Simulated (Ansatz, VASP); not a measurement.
One calculation of Zr, two programs

File POSCAR:

```
Zr
1.0
    0.0000000000      2.2667664892      2.2667664892
    2.2667664892      0.0000000000      2.2667664892
    2.2667664892      2.2667664892      0.0000000000
Zr
1
Direct
    0.0000000000      0.0000000000      0.0000000000
```

INCAR.step1

```
PREC = Accurate
ENCUT = 600
ISMEAR = 0
SIGMA = 0.1
LREAL = F
LASPH = T
NELM = 60
GGA = PE
ALGO = Normal
EDIFF = 1E-4
LWAVE = T
LCHARG = F
```

INCAR.step2

```
PREC = Accurate
ENCUT = 600
EDIFF = 1E-6
ISMEAR = 0
SIGMA = 0.1
LREAL = F
LASPH = T
NELM = 60
ALGO = Normal
ISIF = 3
LWAVE = F
LCHARG = F
METAGGA = R2SCAN
LMIXTAU = T
IBRION = 2
NSW = 100
EDIFFG = -0.01
ISTART = 1
```

The input KPOINTS:

```
regular mesh
0
Gamma
  22 22 22
```

Input for Ansatz:

```yaml
crystal:
  lattice:
    - [0.0, 2.2667664892, 2.2667664892]
    - [2.2667664892, 0.0, 2.2667664892]
    - [2.2667664892, 2.2667664892, 0.0]
  atoms:
    - { symbol: Zr, position: [0.0, 0.0, 0.0] }
basis:
  ecutwfc: 500
kpoints:
  mp_grid: { grid: [22, 22, 22] }
hamiltonian:
  xc: r2scan
scf:
  occupations: { method: gaussian, width: 0.1 }
output:
  forces: true
  stress: true
  eigenvalues: true
relax:
  adjacent_minimum: "off"
  f_tol: 0.01
  max_steps: 80
  cell: { stress_tol: 0.05 }
```

Alike in both runs: task relaxation of cell and atoms; functional r2SCAN; k mesh 22 × 22 × 22; occupations gaussian, width 0.1 eV; no spin polarisation.

|  | VASP | Ansatz |
| --- | --- | --- |
| version | VASP 6.6.1 | Ansatz 0.2.0 |
| potentials or method | VASP PAW PBE potentials, release 64 (Zr_sv), cutoff 600 eV | scalar-relativistic, plane waves, PAW |
| valence electrons in the cell | 12 | 12 |

```tsv
	VASP	Ansatz	Ansatz less VASP
gap on the k mesh at the Fermi level, each at its own relaxed structure (eV)	none	none	-
relaxed volume (Å³/atom)	23.33	23.32	-0.005
relaxed cell length with the largest relative difference (Å)	3.207	3.207	-0.0002
```

VASP's potentials were made for PBE, not for r2SCAN. A gap of «none» marks a metal or a gap that the smearing closes.
